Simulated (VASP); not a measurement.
Write the native input for VASP 6.6.1 that does the following.

| Quantity | Value |
| --- | --- |
| Task | single point |
| Functional | r2SCAN |
| Potentials or basis | VASP PAW PBE potentials, release 64 (Ba_sv, Ti_sv, O) |
| Cutoff | 520 eV |
| k mesh | 6 × 6 × 6 |
| Occupations | gaussian, width 0.02 eV |
| Spin | no spin polarisation |
| Hubbard terms | Ti d U = 4.0 eV |
| Dipole correction | no |
| Further INCAR settings | ALGO = Normal; EDIFF = 1e-06; NBANDS = 28 |

BaTiO3:

```
Ba Ti O
1.0
     2.87941    1.66467    2.35415
    -2.87941    1.66467    2.35415
     0.00000   -3.23607    2.28844
Ba Ti O
1 1 3
Direct
  0.00233 0.00233 0.99421
  0.51473 0.51473 0.49421
  0.49038 0.97737 0.49422
  0.48628 0.48628 0.99423
  0.97737 0.49038 0.49422
```

One way to write it, as run:

POSCAR

```
BaTiO3
1.0
    2.8794103411      1.6646668893      2.3541476969
   -2.8794103411      1.6646668893      2.3541476969
    0.0000000000     -3.2360680927      2.2884425818
Ba Ti O
1 1 3
Direct
    0.0023325710      0.0023325710     -0.0057861172
    0.5147321620      0.5147321620      0.4942075643
    0.4903847268      0.9773672556      0.4942247575
    0.4862842845      0.4862842845      0.9942300377
    0.9773672556      0.4903847268      0.4942247575
```

INCAR.step1

```
SYSTEM = BaTiO3
  PREC = Accurate
  ENCUT = 520
  ISMEAR = 0
  SIGMA = 0.02
  LREAL = .FALSE.
  LASPH = .TRUE.
  NELM = 150
  LMAXMIX = 4
  LDAU = .TRUE.
  LDAUTYPE = 2
  LDAUL = -1 2 -1
  LDAUU = 0 4 0
  LDAUJ = 0 0 0
  NBANDS = 28
  GGA = PE
  ALGO = Normal
  EDIFF = 1E-4
  LWAVE = .TRUE.
  LCHARG = .FALSE.
```

INCAR.step2

```
SYSTEM = BaTiO3
  PREC = Accurate
  ENCUT = 520
  EDIFF = 1E-6
  ISMEAR = 0
  SIGMA = 0.02
  LREAL = .FALSE.
  LASPH = .TRUE.
  NELM = 150
  ALGO = Normal
  ISIF = 2
  LWAVE = .FALSE.
  LCHARG = .FALSE.
  LMAXMIX = 4
  LDAU = .TRUE.
  LDAUTYPE = 2
  LDAUL = -1 2 -1
  LDAUU = 0 4 0
  LDAUJ = 0 0 0
  LDAUPRINT = 1
  METAGGA = R2SCAN
  LMIXTAU = .TRUE.
  NBANDS = 28
  ISTART = 1
```

KPOINTS

```
Automatic mesh
0
G
  6 6 6
  0 0 0
```

Potentials or basis: VASP PAW PBE potentials, release 64 (Ba_sv, Ti_sv, O).

Command:

```bash
$ cat potpaw_PBE.64/Ba_sv/POTCAR potpaw_PBE.64/Ti_sv/POTCAR potpaw_PBE.64/O/POTCAR > POTCAR
$ cp INCAR.step1 INCAR
$ mpirun -np 1 vasp_std > vasp.out
$ cp INCAR.step2 INCAR
$ mpirun -np 1 vasp_std > vasp.out
```

Results of the run:

```yaml
Pressure: 2.4 GPa
Largest_force: 0.677 eV/Å
Band_gap_on_the_k_mesh: 2.97 eV, indirect (least direct gap 3.43 eV)
```

Caveat: the PAW data sets were made with another functional, which shifts forces and pressure a little; spin-orbit coupling is left out, which moves the levels of the heavy elements.

Run time: 10 min on 1 thread of Oxide Virtual Turin-like Processor, on a shared host, peak memory 0.29 GiB.
